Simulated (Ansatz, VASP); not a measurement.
**Rh: VASP beside Ansatz**

```xyz
1
Lattice="-1.5646 1.5646 1.5646 1.5646 -1.5646 1.5646 1.5646 1.5646 -1.5646" Properties=species:S:1:pos:R:3 pbc="T T T"
Rh    0.0000    0.0000    0.0000
```

Alike in both runs: functional BLYP; k mesh 15 × 15 × 15; occupations fermi-dirac, width 0.1 eV; no spin polarisation.

Ansatz relaxed the structure, and its values are those at the end. VASP's run is a single point on that final structure, the one shown.

```csv
,VASP,Ansatz
version,VASP 6.6.1,Ansatz 0.2.0
potentials or method,"VASP PAW PBE potentials, release 64 (Rh_pv), cutoff 520 eV","plane waves (420 eV) with PAW, scalar-relativistic"
valence electrons in the cell,15,17
```

```csv
,VASP,Ansatz,Ansatz less VASP
pressure (GPa),0.5,0.0,-0.45
```

VASP's potentials were made for PBE, not for BLYP. VASP's potentials hold 15 valence electrons a cell and Ansatz's 17, so a difference there can come from the potentials and not from the codes.
